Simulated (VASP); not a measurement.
# Cu4W (P-43m) in VASP: further runs

Runs on Cu4W. Level: PBE. Tasks: single point.

All numbers are computed with VASP 6.6.1; they aren't measurements. Logs are shortened: lines on timing, memory, paths and dates and some standing lists are left out, and cuts for length are marked.

### Step 1. The cell of the first run

The structure is cubic, space group P-43m (No. 215). Conventional cell: a = 4.211 Å, b = 4.211 Å, c = 4.211 Å, α = 90.00°, β = 90.00°, γ = 90.00°. Within 2.4 Å of Cu (site symmetry 3m) lie 1 W at 1.82 Å. Within 2.4 Å of W (site symmetry -43m) lie 4 Cu at 1.82 Å.

The cell was generated, and may not be a known phase.

### Step 2. Single point, PBE

File INCAR:

```
SYSTEM = Cu4W
PREC     = Accurate       ! precision mode
ENCUT    = 520            ! plane-wave cutoff, eV
EDIFF    = 1E-6           ! SCF threshold, eV
ISMEAR   = 0              ! smearing method
SIGMA    = 0.1            ! smearing width, eV
LREAL    = .False.        ! projectors in reciprocal space
LASPH    = .True.         ! aspherical terms in the spheres
NELM     = 80             ! most SCF steps
ALGO     = Normal         ! electronic algorithm
ISIF     = 2              ! what is computed and relaxed
LWAVE    = .False.        ! write WAVECAR
LCHARG   = .False.        ! write CHGCAR
GGA      = PE             ! functional
NBANDS   = 37             ! bands
```

File KPOINTS:

```
Automatic mesh
0
Gamma
  4 4 4
  0 0 0
```

File POSCAR:

```
Cu4W
1.0
    4.2114904400      0.0000000000      0.0000000000
    0.0000000000      4.2114904400      0.0000000000
    0.0000000000      0.0000000000      4.2114904400
Cu W
4 1
Direct
    0.2500000000      0.2500000000      0.2500000000
    0.7500000000      0.7500000000      0.2500000000
    0.2500000000      0.7500000000      0.7500000000
    0.7500000000      0.2500000000      0.7500000000
    0.0000000000      0.0000000000      0.0000000000
```

Potentials or basis: VASP PAW PBE potentials, release 64 (Cu, W_sv).

The run is started by

```sh
$ cat potpaw_PBE.64/Cu/POTCAR potpaw_PBE.64/W_sv/POTCAR > POTCAR
$ mpirun -np 1 vasp_std > vasp.out
```

OUTCAR:

```text
SYSTEM = Cu4W
   PREC = Accurate
   ENCUT = 520
   EDIFF = 1E-6
   ISMEAR = 0
   LREAL = .False.
   LASPH = .True.
   NELM = 80
   ISIF = 2
   GGA = PE

 ion  position               nearest neighbor table
   1  0.250  0.250  0.250-   5 1.82
   2  0.750  0.750  0.250-   5 1.82
   3  0.250  0.750  0.750-   5 1.82
   4  0.750  0.250  0.750-   5 1.82
   5  0.000  0.000  0.000-   1 1.82   2 1.82   3 1.82   4 1.82

  LATTYP: Found a simple cubic cell.
 ALAT       =     4.2114904400

  Lattice vectors:

 A1 = (   4.2114904400,   0.0000000000,   0.0000000000)
 A2 = (   0.0000000000,   4.2114904400,   0.0000000000)
 A3 = (   0.0000000000,   0.0000000000,   4.2114904400)

Analysis of symmetry for initial positions (statically):
=====================================================================
 Subroutine PRICEL returns:
 Original cell was already a primitive cell.

 Routine SETGRP: Setting up the symmetry group for a
 simple cubic supercell.

 Subroutine GETGRP returns: Found 24 space group operations
 (whereof 24 operations were pure point group operations)
 out of a pool of 48 trial point group operations.

The static configuration has the point symmetry T_d .

Analysis of symmetry for dynamics (positions and initial velocities):
=====================================================================
 Subroutine PRICEL returns:
 Original cell was already a primitive cell.

 Routine SETGRP: Setting up the symmetry group for a
 simple cubic supercell.

 Subroutine GETGRP returns: Found 24 space group operations
 (whereof 24 operations were pure point group operations)
 out of a pool of 48 trial point group operations.

The dynamic configuration has the point symmetry T_d .

 Subroutine INISYM returns: Found 24 space group operations
 (whereof 24 operations are pure point group operations),
 and found     1 'primitive' translations

----------------------------------------------------------------------------------------

                                     Primitive cell

  volume of cell :      74.6977

  direct lattice vectors                    reciprocal lattice vectors
     4.211490440  0.000000000  0.000000000     0.237445630  0.000000000  0.000000000
     0.000000000  4.211490440  0.000000000     0.000000000  0.237445630  0.000000000
     0.000000000  0.000000000  4.211490440     0.000000000  0.000000000  0.237445630

  length of vectors
     4.211490440  4.211490440  4.211490440     0.237445630  0.237445630  0.237445630

  position of ions in fractional coordinates (direct lattice)
     0.250000000  0.250000000  0.250000000
     0.750000000  0.750000000  0.250000000
     0.250000000  0.750000000  0.750000000
     0.750000000  0.250000000  0.750000000
     0.000000000  0.000000000  0.000000000

  ion indices of the primitive-cell ions
   primitive index   ion index
                 1           1
                 2           2
                 3           3
                 4           4
                 5           5

----------------------------------------------------------------------------------------

 KPOINTS: Automatic mesh

Automatic generation of k-mesh.
 Grid dimensions read from file:
 generate k-points for:    4    4    4

 Generating k-lattice:

  Cartesian coordinates                     Fractional coordinates (reciprocal lattice)
     0.059361407  0.000000000  0.000000000     0.250000000  0.000000000  0.000000000
     0.000000000  0.059361407  0.000000000     0.000000000  0.250000000  0.000000000
     0.000000000  0.000000000  0.059361407     0.000000000  0.000000000  0.250000000

  Length of vectors
     0.059361407  0.059361407  0.059361407

  Shift w.r.t. Gamma in fractional coordinates (k-lattice)
     0.000000000  0.000000000  0.000000000

 Subroutine IBZKPT returns following result:
 ===========================================

 Found     10 irreducible k-points:

 Following reciprocal coordinates:
            Coordinates               Weight
  0.000000  0.000000  0.000000      1.000000
  0.250000  0.000000  0.000000      6.000000
  0.500000  0.000000  0.000000      3.000000
  0.250000  0.250000  0.000000     12.000000
  0.500000  0.250000  0.000000     12.000000
  0.500000  0.500000  0.000000      3.000000
  0.250000  0.250000  0.250000      8.000000
  0.500000  0.250000  0.250000     12.000000
  0.500000  0.500000  0.250000      6.000000
  0.500000  0.500000  0.500000      1.000000
   k-points           NKPTS =     10   k-points in BZ     NKDIM =     10   number of bands    NBANDS=     37
   number of dos      NEDOS =    301   number of ions     NIONS =      5
   total plane-waves  NPLWV =  32768
   dimension x,y,z NGX =    32 NGY =   32 NGZ =   32
   dimension x,y,z NGXF=    64 NGYF=   64 NGZF=   64
   ions per type =               4   1
   NGX,Y,Z   is equivalent  to a cutoff of  12.63, 12.63, 12.63 a.u.
   NGXF,Y,Z  is equivalent  to a cutoff of  25.26, 25.26, 25.26 a.u.
 SYSTEM =  Cu4W
   PREC   = accura    normal or accurate (medium, high low for compatibility)
   ISTART =      0    job   : 0-new  1-cont  2-samecut
   ICHARG =      2    charge: 1-file 2-atom 10-const
   ISPIN  =      1    spin polarized calculation?
   LNONCOLLINEAR =      F non collinear calculations
   LSORBIT =      F    spin-orbit coupling
   LASPH  =      T    aspherical Exc in radial PAW
   ENCUT  =  520.0 eV  38.22 Ry    6.18 a.u.   7.83  7.83  7.83*2*pi/ulx,y,z
   NELM   =     80;   NELMIN=  2; NELMDL= -5     # of ELM steps
   EDIFF  = 0.1E-05   stopping-criterion for ELM
   LREAL  =      F    real-space projection
   EDIFFG = 0.1E-04   stopping-criterion for IOM
   NSW    =      0    number of steps for IOM
   IBRION =     -1    ionic relax: 0-MD 1-quasi-New 2-CG
   NFREE  =      0    steps in history (QN), initial steepest desc. (CG)
   ISIF   =      2    stress and relaxation
   ISYM   =      2    0-nonsym 1-usesym 2-fastsym
   POTIM  = 0.5000    time-step for ionic-motion
   TEBEG  =    0.0;   TEEND  =   0.0 temperature during run
   PSTRESS=    0.0 pullay stress
   NELECT =      58.0000    total number of electrons
   NUPDOWN=      -1.0000    fix difference up-down
   EMIN   =  10.00;   EMAX   =-10.00  energy-range for DOS
   EFERMI =   0.00;   METHOD = LEGACY
   ISMEAR =     0;   SIGMA  =   0.10  broadening in eV -4-tet -1-fermi 0-gaus
   EFERMI_NEDOS =   21; number of points for ismear=-14 and -15
   IALGO  =     38    algorithm
   IMIX   =      4    mixing-type and parameters
     AMIX     =   0.40;   BMIX     =  1.00
     AMIX_MAG =   1.60;   BMIX_MAG =  1.00
  volume/ion in A,a.u.               =      14.94       100.82
  Fermi-wavevector in a.u.,A,eV,Ry     =   1.504695  2.843460 30.805027  2.264106
  Thomas-Fermi vector in A             =   2.615641
   LORBIT       =      0    0 simple, 1 ext, 2 COOP (PROOUT), +10 PAW based schemes
   GGA     = PE    functional components
   LHFCALC =     F    Hartree Fock is set to
   AEXX    =    0.0000 exact exchange contribution
   IVDW    =     0    specifies the selected vdW correction
   LEPSILON=     F    determine dielectric tensor
   LRPA    =     F    only Hartree local field effects (RPA)
 non-spin polarized calculation
 Gauss-broadening in eV      SIGMA  =   0.10
  energy-cutoff  :      520.00
  volume of cell :       74.70
 maximum number of plane-waves:      2040
 NGX is ok and might be reduce to    32
   NGX = 15   NGY = 15   NGZ = 15

 number of electron      58.0000130 magnetization

 Free energy of the ion-electron system (eV)
  ---------------------------------------------------
  ext. energy  EPLUGINS =         0.00000000
  ---------------------------------------------------
  free energy    TOTEN  =        -5.89498367 eV

  energy without entropy =       -5.84959422  energy(sigma->0) =       -5.87228895

 E-fermi :   7.2080     XC(G=0): -11.7250

 val. band max:        7.1581410456   @ k =   0.5000   0.0000   0.0000
 cond. band min:       7.2376333284   @ k =   0.5000   0.5000   0.0000
 fundamental gap:      0.0794922828
 Fermi energy:         7.2080106902

 k-point     1 :       0.0000    0.0000    0.0000
  band No.  band energies     occupation
      1     -67.7229      2.00000
      2     -32.5145      2.00000
      3     -32.5145      2.00000
      4     -32.5145      2.00000
      5      -1.3406      2.00000
      6      -0.1904      2.00000
[... 29 lines left out ...]
     36      12.7859      0.00000
     37      14.8484      0.00000

 k-point     2 :       0.2500    0.0000    0.0000
  band No.  band energies     occupation
      1     -67.7229      2.00000
      2     -32.5180      2.00000
      3     -32.5141      2.00000
      4     -32.5141      2.00000
      5      -0.7556      2.00000
      6      -0.1751      2.00000
[... 29 lines left out ...]
     36      13.8485      0.00000
     37      14.3835      0.00000

 k-point     3 :       0.5000    0.0000    0.0000
  band No.  band energies     occupation
      1     -67.7229      2.00000
      2     -32.5215      2.00000
      3     -32.5137      2.00000
      4     -32.5137      2.00000
      5      -0.1590      2.00000
      6      -0.0669      2.00000
[... 29 lines left out ...]
     36      12.3319      0.00000
     37      12.8739      0.00000

 k-point     4 :       0.2500    0.2500    0.0000
  band No.  band energies     occupation
      1     -67.7229      2.00000
      2     -32.5176      2.00000
      3     -32.5175      2.00000
      4     -32.5138      2.00000
      5      -0.3169      2.00000
      6      -0.1107      2.00000
[... 29 lines left out ...]
     36      13.8095      0.00000
     37      14.4340      0.00000
[... 123 lines left out ...]
      1     -67.7228      2.00000
      2     -32.5206      2.00000
      3     -32.5169      2.00000
      4     -32.5168      2.00000
      5      -0.0605      2.00000
      6      -0.0014      2.00000
[... 29 lines left out ...]
     36      13.4668      0.00000
     37      13.5183      0.00000

 k-point     9 :       0.5000    0.5000    0.2500
  band No.  band energies     occupation
      1     -67.7228      2.00000
      2     -32.5202      2.00000
      3     -32.5202      2.00000
      4     -32.5166      2.00000
      5      -0.0056      2.00000
      6       0.0837      2.00000
[... 29 lines left out ...]
     36      11.8383      0.00000
     37      11.8383      0.00000

 k-point    10 :       0.5000    0.5000    0.5000
  band No.  band energies     occupation
      1     -67.7228      2.00000
      2     -32.5198      2.00000
      3     -32.5198      2.00000
      4     -32.5198      2.00000
      5       0.2567      2.00000
      6       0.2567      2.00000
[... 29 lines left out ...]
     36      11.2311      0.00000
     37      11.2311      0.00000

------------------------ aborting loop because EDIFF is reached ----------------------------------------

  FORCE on cell =-STRESS in cart. coord.  units (eV):
  Direction    XX          YY          ZZ          XY          YZ          ZX
  --------------------------------------------------------------------------------------
  -------------------------------------------------------------------------------------
  Total       41.9089870     41.9089870     41.9089870      0.0000000      0.0000000     -0.0000000
  in kB      898.8977403    898.8977403    898.8977403      0.0000000      0.0000000     -0.0000000
  external PRESSURE =     898.8977403 kB  Pullay stress =       0.0000000 kB

 VOLUME and BASIS-vectors are now :
 -----------------------------------------------------------------------------
  energy-cutoff  :      520.00
  volume of cell :       74.70
      direct lattice vectors                 reciprocal lattice vectors
     4.211490440  0.000000000  0.000000000     0.237445630  0.000000000  0.000000000
     0.000000000  4.211490440  0.000000000     0.000000000  0.237445630  0.000000000
     0.000000000  0.000000000  4.211490440     0.000000000  0.000000000  0.237445630

 POSITION                                       TOTAL-FORCE (eV/Angst)
 -----------------------------------------------------------------------------------
      1.05287      1.05287      1.05287        11.253952     11.253952     11.253952
      3.15862      3.15862      1.05287       -11.253952    -11.253952     11.253952
      1.05287      3.15862      3.15862        11.253952    -11.253952    -11.253952
      3.15862      1.05287      3.15862       -11.253952     11.253952    -11.253952
      0.00000      0.00000      0.00000         0.000000     -0.000000      0.000000
 -----------------------------------------------------------------------------------
    total drift:                               -0.000000      0.000000      0.000000

  FREE ENERGIE OF THE ION-ELECTRON SYSTEM (eV)
  ---------------------------------------------------
  free  energy   TOTEN  =        -5.8949836718 eV

  energy  without entropy=       -5.8495942230  energy(sigma->0) =       -5.87228895
```

Run time: 54 s. Hardware: 1 thread of Intel Xeon 8259CL, shared host; peak memory 0.19 GiB.

Results:

| Item | Value |
| --- | --- |
| Free energy | -5.8950 eV |
| Pressure | 89.9 GPa |
| Band gap on the k mesh | zero (bands 29 and 30 overlap by 1.05 eV) |

Caveat: the k points lie up to 0.37 Å⁻¹ apart, too coarse for converged energies and pressures of a metal; atoms lie so close that the PAW spheres overlap strongly, which falsifies energies and pressures; spin-orbit coupling is left out, which moves the levels of the heavy elements.

(Part 1 of 2 ends here.)

The gap in the log of VASP goes by the Fermi energy; the results here count the filled bands.